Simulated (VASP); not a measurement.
Set up this calculation in VASP 6.6.1, as the native input.

```yaml
Task: single point
Functional: PBEsol
Potentials_or_basis: VASP PAW PBE potentials, release 64 (Ta_pv, N)
Cutoff: 520 eV
k_mesh: 18 × 18 × 18
Occupations: gaussian, width 0.15 eV
Spin: no spin polarisation
Dipole_correction: no
Further_INCAR_settings: ALGO = Normal; EDIFF = 1e-06; NBANDS = 15
```

The structure of TaN lies in POSCAR:

```
TaN
1.0
    0.0000000000      2.1790000000      2.2879500000
    2.1790000000      0.0000000000      2.2879500000
    2.1790000000      2.1790000000      0.0000000000
Ta N
1 1
Direct
    0.5000000000      0.5000000000      0.5000000000
    0.0000000000      0.0000000000      0.0000000000
```

This cell differs from its parent crystal: strain +0.000 along x and y, +0.050 along z.

These files were run (other wordings do the same):

INCAR

```
SYSTEM = TaN
ALGO = Normal ; EDIFF = 1E-6
ENCUT = 520 ; GGA = PS
ISIF = 2 ; ISMEAR = 0
LASPH = .True. ; LCHARG = .False.
LREAL = .False. ; LWAVE = .False.
NBANDS = 15 ; NELM = 100
PREC = Accurate ; SIGMA = 0.15
```

KPOINTS

```
k-points
0
Gamma
  18 18 18
  0 0 0
```

Potentials or basis: VASP PAW PBE potentials, release 64 (Ta_pv, N).

Launch:

```sh
$ cat potpaw_PBE.64/Ta_pv/POTCAR potpaw_PBE.64/N/POTCAR > POTCAR
$ mpirun -np 1 vasp_std > vasp.out
```

It gave:

```
Pressure               : -9.3 GPa
Band gap on the k mesh : zero (band 8 reaches 10.84 eV, above the bottom of band 9 at 7.15 eV)
```

Caveat: the cell differs from its parent crystal (strain +0.000 along x and y, +0.050 along z); the PAW data sets were made with another functional, which shifts forces and pressure a little; spin-orbit coupling is left out, which moves the levels of the heavy elements.

Wall time 53 s on 1 thread of AMD EPYC 9R45 96-Core Processor (Zen 5), with other jobs on the host, peak memory 0.24 GiB.
